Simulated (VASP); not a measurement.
Wanted: the native input for a VASP 6.6.1 run.

| Item | Value |
| --- | --- |
| Task | single point |
| Functional | PBE |
| Potentials or basis | VASP PAW PBE potentials, release 64 (Ta_pv, Mo_sv) |
| Cutoff | 520 eV |
| k mesh | 4 × 4 × 6 |
| Occupations | gaussian, width 0.1 eV |
| Spin | no spin polarisation |
| Dipole correction | no |
| Further INCAR settings | ALGO = Fast; EDIFF = 1e-07; NBANDS = 45 |

The structure of Ta2Mo lies in POSCAR:

```
Ta2Mo
1.0
    5.2658366180      0.0000000000      0.0000000000
    0.0000000000      5.4261745920      0.0000000000
    0.0000000000      0.0000000000      3.5443131083
Ta Mo
4 2
Direct
    0.2250000000      0.8250000000      0.5000000000
    0.7250000000      0.6750000000      0.0000000000
    0.7750000000      0.1750000000      0.5000000000
    0.2750000000      0.3250000000      0.0000000000
    0.5000000000      0.5000000000      0.5000000000
    0.0000000000      0.0000000000      0.0000000000
```

The input as run:

INCAR

```
SYSTEM = Ta2Mo
PREC = Accurate ; ENCUT = 520
EDIFF = 1E-7 ; ISMEAR = 0
SIGMA = 0.1 ; LREAL = .FALSE.
LASPH = .TRUE. ; NELM = 80
ALGO = Fast ; ISIF = 2
LWAVE = .FALSE. ; LCHARG = .FALSE.
GGA = PE ; NBANDS = 45
```

KPOINTS

```
regular mesh
0
G
  4 4 6
  0 0 0
```

Potentials or basis: VASP PAW PBE potentials, release 64 (Ta_pv, Mo_sv).

Run with:

```bash
$ cat potpaw_PBE.64/Ta_pv/POTCAR potpaw_PBE.64/Mo_sv/POTCAR > POTCAR
$ mpirun -np 1 vasp_std > vasp.out
```

It gave:

```
Pressure               : 62.8 GPa
Largest force          : 1.477 eV/Å
Band gap on the k mesh : zero (bands 36 and 37 overlap by 1.26 eV)
```

Caveat: the cell stands under pressure; spin-orbit coupling is left out, which moves the levels of the heavy elements; forces of over 1 eV/Å act on the atoms, so gaps and moduli don't describe the material at rest.

Run time: 92 s on 1 thread of Intel(R) Xeon(R) 6975P-C (Granite Rapids) (shared host), peak memory 0.27 GiB.
